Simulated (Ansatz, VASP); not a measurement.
# One calculation of Sn, two programs

```xyz
2
Lattice="-2.8568 2.8568 1.5585 2.8568 -2.8568 1.5585 2.8568 2.8568 -1.5585" Properties=species:S:1:pos:R:3 pbc="T T T"
Sn    0.0000    0.0000    0.0000
Sn    0.0000    2.8568    0.7792
```

Change from the starting cell: volume scaled by 0.9405.

Alike in both runs: task single point; functional PBE; k mesh 15 × 15 × 15; occupations fermi-dirac, width 0.05 eV; no spin polarisation.

```csv
,VASP,Ansatz
version,VASP 6.6.1,Ansatz 0.2.0
potentials or method,"VASP PAW PBE potentials, release 64 (Sn_d), cutoff 520 eV","all-electron LAPW, scalar-relativistic"
```

Ansatz gave:

```
pressure (GPa)                                                : 6.9
traceless stress, the component that is largest in VASP (GPa) : -0.80
```

Q: Which values does VASP return?

A: Pressure (GPa): 6.8; traceless stress, the component that is largest in VASP (GPa): -0.79.

Ansatz ran all-electron here, and VASP with PAW potentials.
